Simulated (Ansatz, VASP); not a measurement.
Al: VASP beside Ansatz

```
CELL_PARAMETERS angstrom
0.00000 2.02481 2.02481
2.02481 0.00000 2.02481
2.02481 2.02481 0.00000
ATOMIC_POSITIONS crystal
Al 0.00000 0.00000 0.00000
```

Alike in both runs: task single point; functional PBEsol; dispersion D3(BJ); k mesh 11 × 11 × 11; occupations gaussian, width 0.01 eV; no spin polarisation.

|  | VASP | Ansatz |
| --- | --- | --- |
| version | VASP 6.6.1 | Ansatz 0.2.0 |
| potentials or method | VASP PAW PBE potentials, release 64 (Al), cutoff 500 eV | all-electron LAPW, scalar-relativistic |

|  | VASP | Ansatz | Ansatz less VASP |
| --- | --- | --- | --- |
| gap on the k mesh at the Fermi level (eV) | none | none | - |
| pressure (GPa) | -5.1 | -5.1 | -0.04 |

VASP's potentials were made for PBE, not for PBEsol. A gap of «none» marks a metal or a gap that the smearing closes. Ansatz ran all-electron here, and VASP with PAW potentials.
